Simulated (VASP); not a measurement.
# Ta6HN6F: single point with PBE+D3(BJ)

Ta6HN6F, a slab with vacuum:

```xyz
14
Lattice="5.2085 0.0000 0.0000 -2.6042 4.5107 0.0000 0.0000 0.0000 16.3721" Properties=species:S:1:pos:R:3 pbc="T T T"
Ta    0.0000    0.0000    1.0000
Ta    0.0003    3.0145    2.2232
Ta    2.6097    1.5014    2.2315
Ta   -0.0069   -0.0112    3.8738
Ta   -0.0073    3.0066    5.2013
Ta    2.5516    1.4748    5.1947
N     2.0438    0.0000    1.0000
N     1.5824    2.7407    1.0000
N    -1.0219    1.7700    1.0000
N     2.0240   -0.0151    3.7785
N     1.5935    2.7501    3.7737
N    -1.0280    1.7383    3.8266
F    -1.1908    2.0432    6.6296
H    -0.2210    4.5004    6.4098
```

```
Program             : VASP 6.6.1
Task                : single point
Functional          : PBE
Dispersion          : D3(BJ)
Potentials or basis : VASP PAW PBE potentials, release 64 (Ta_pv, N, F, H)
Cutoff              : 520 eV
k mesh              : 2 × 2 × 1
Occupations         : gaussian, width 0.05 eV
Spin                : no spin polarisation
```

```
Largest force              : 2.412 eV/Å
Band gap on the k mesh     : zero (bands 52 and 53 overlap by 0.16 eV)
Dispersion energy per atom : -0.241 eV
```

Forces in eV/Å, atoms in the order of the input:
```
Ta  -0.067 -0.031  0.201
Ta  -0.002 -0.007  0.065
Ta  -0.003  0.003  0.059
Ta   0.000  0.005  0.000
Ta   0.048  0.032  0.002
Ta  -0.046 -0.015  0.009
N   -2.401 -0.009 -0.212
N    1.252  2.054 -0.169
N    1.222 -2.017 -0.047
N    0.013 -0.002  0.002
N   -0.008 -0.012  0.002
N   -0.008  0.012 -0.004
F    0.001 -0.016  0.082
H   -0.001  0.002  0.009
```

Levels at points of the mesh, in eV from the Fermi level:
```csv
k point,band 49,band 50,band 51,band 52,band 53,band 54,band 55,band 56
"(0.00, 0.00, 0.00)",-0.94,-0.73,-0.11,0.08,0.21,0.44,1.72,1.92
"(0.50, 0.00, 0.00)",-1.29,-1.03,-0.53,-0.31,0.37,0.83,1.54,1.86
"(0.00, 0.50, 0.00)",-1.28,-1.10,-0.42,-0.25,0.31,0.81,1.64,1.69
"(0.50, 0.50, 0.00)",-1.28,-1.07,-0.30,-0.24,-0.08,0.46,1.58,1.86
```

Run time: 4.4 min on 1 thread of Intel(R) Xeon(R) Platinum 8259CL CPU @ 2.50GHz (Skylake/Cascade Lake) (shared host), peak memory 0.53 GiB.

Caveat: the k points lie up to 0.70 Å⁻¹ apart; there is no dipole correction, which matters where the two faces differ; spin-orbit coupling is left out, which moves the levels of the heavy elements.
